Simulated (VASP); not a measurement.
NaI, 2 atoms in the cell. It takes space group I4/mmm (No. 139, tetragonal). Conventional cell: a = 4.508 Å, b = 4.508 Å, c = 6.473 Å, α = 90.00°, β = 90.00°, γ = 90.00°. Within 4.2 Å of Na (site symmetry 4/mmm) lie 6 I at 3.19 to 3.24 Å. Within 4.2 Å of I (site symmetry 4/mmm) lie 6 Na at 3.19 to 3.24 Å.  This cell differs from its parent crystal: strain -0.015 along x and y, +0.000 along z.

| Quantity | Value |
| --- | --- |
| Program | VASP 6.6.1 |
| Task | single point |
| Functional | r2SCAN |
| Potentials or basis | VASP PAW PBE potentials, release 64 (Na_pv, I) |
| Cutoff | 520 eV |
| k mesh | 6 × 6 × 6 |
| Occupations | gaussian, width 0.05 eV |
| Spin | no spin polarisation |
| Dipole correction | no |
| Further INCAR settings | ALGO = Normal; EDIFF = 1e-07; NBANDS = 14 |

Potentials or basis: VASP PAW PBE potentials, release 64 (Na_pv, I).

Launch:

```sh
$ cat potpaw_PBE.64/Na_pv/POTCAR potpaw_PBE.64/I/POTCAR > POTCAR
$ cp INCAR.step1 INCAR
$ mpirun -np 1 vasp_std > vasp.out
$ cp INCAR.step2 INCAR
$ mpirun -np 1 vasp_std > vasp.out
```

Hardware: 1 thread of Intel(R) Xeon(R) 6975P-C (Granite Rapids) (shared host).

Q: How long does it take, and how much memory?

A: Run time: 59 s on 1 thread of Intel(R) Xeon(R) 6975P-C (Granite Rapids) (shared host), peak memory 0.22 GiB. Counts: k points 30.
